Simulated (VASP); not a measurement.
CdSe, 2 atoms in the cell. It takes space group F-43m (No. 216, cubic). The conventional cell has a = 6.141 Å, b = 6.141 Å, c = 6.141 Å, α = 90.00°, β = 90.00°, γ = 90.00°. Cd (site symmetry -43m) has 4 Se at 2.66 Å within 3.5 Å. Within 3.5 Å of Se (site symmetry -43m) lie 4 Cd at 2.66 Å. 

| Quantity | Value |
| --- | --- |
| Program | VASP 6.6.1 |
| Task | single point |
| Functional | PBEsol |
| Potentials or basis | VASP PAW PBE potentials, release 64 (Cd, Se) |
| Cutoff | 520 eV |
| k mesh | 4 × 4 × 4 |
| Occupations | gaussian, width 0.01 eV |
| Spin | no spin polarisation |
| Dipole correction | no |
| Further INCAR settings | ALGO = Normal; EDIFF = 1e-06; NBANDS = 16 |

Potentials or basis: VASP PAW PBE potentials, release 64 (Cd, Se).

Command:

```bash
$ cat potpaw_PBE.64/Cd/POTCAR potpaw_PBE.64/Se/POTCAR > POTCAR
$ mpirun -np 1 vasp_std > vasp.out
```

Hardware: 1 thread of Intel Xeon 8259CL, with other jobs on the host.

Estimate the wall time of this run.

It took 10 s on 1 thread of Intel Xeon 8259CL, on a shared host, peak memory 0.17 GiB. Counts: scf iterations 12, k points 8.
